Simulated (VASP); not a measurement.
Runs of VASP 6.6.1 on TiO2. The structure is that of space group P4_2/mnm (No. 136), or close to it. The cells are those of the table. 

```csv
task,spin,cell,k mesh,cutoff (eV),smearing,gap on the mesh (eV),pressure (GPa),moment (μB),largest force (eV/Å)
single point,"collinear, ferromagnetic start","a = 4.594, b = 4.594, c = 2.959 Å, 6 atoms",4 × 4 × 6,520,gaussian 0.1 eV,1.91,(b),0.00,0.26
single point,off,"a = 4.643, b = 4.643, c = 2.964 Å, 6 atoms",6 × 6 × 10,520,gaussian 0.02 eV,1.83,0.7,-,(a)
relaxation of cell and atoms,off,"relaxed from a = 4.640, b = 4.640, c = 2.965 Å, 6 atoms",6 × 6 × 10,600,gaussian 0.02 eV,1.83,0.0,-,0.01
single point,"collinear, ferromagnetic start","a = 4.640, b = 4.640, c = 2.965 Å, 6 atoms",4 × 4 × 6,520,gaussian 0.1 eV,(c),0.9,0.00,0.03
```

Alike in all rows: level PBE; potentials or basis VASP PAW PBE potentials, release 64 (Ti_sv, O).

Fill in the values left out.

(a) 0.02; (b) 6.1; (c) 1.84.

A k mesh can miss the band edges.
